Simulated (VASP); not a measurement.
Set up this calculation in VASP 6.6.1, as the native input.

```yaml
Task: single point
Functional: LDA
Potentials_or_basis: VASP PAW LDA potentials, release 64 (Co)
Cutoff: 520 eV
k_mesh: 15 × 15 × 8
Occupations: fermi-dirac, width 0.05 eV
Spin: collinear spin, ferromagnetic start
Starting_moments: "[1.558, 1.558] μB"
Dipole_correction: no
Further_INCAR_settings: ALGO = Normal; EDIFF = 1e-06; NBANDS = 20
```

The structure of Co lies in POSCAR:

```
Co
1.0
    2.4273810165      0.0000000000      0.0000000000
   -1.2136905082      2.1021736250      0.0000000000
    0.0000000000      0.0000000000      3.9230481332
Co
2
Direct
    0.3333333333      0.6666666667      0.2500000000
    0.6666666667      0.3333333333      0.7500000000
```

The input as run:

INCAR

```
SYSTEM = Co
  PREC = Accurate
  ENCUT = 520
  EDIFF = 1E-6
  ISMEAR = -1
  SIGMA = 0.05
  LREAL = .FALSE.
  LASPH = .TRUE.
  NELM = 150
  ALGO = Normal
  ISIF = 2
  LWAVE = .FALSE.
  LCHARG = .FALSE.
  ISPIN = 2
  MAGMOM = 1.558 1.558
  LORBIT = 11
  LMAXMIX = 4
  GGA = CA
  NBANDS = 20
```

KPOINTS

```
Automatic mesh
0
G
  15 15 8
  0 0 0
```

Potentials or basis: VASP PAW LDA potentials, release 64 (Co).

Run with:

```bash
$ cat potpaw_LDA.64/Co/POTCAR > POTCAR
$ mpirun -np 1 vasp_std > vasp.out
```

It gave:

```
Pressure                                              : -1.1 GPa
Net moment                                            : 2.98 μB per cell
Site moments                                          : Co +1.48 μB
Valence electrons inside the program's atomic spheres : Co 8.45
```

Run time: 38 s on 1 thread of Intel(R) Xeon(R) 6975P-C (Granite Rapids), on a shared host, peak memory 0.18 GiB.
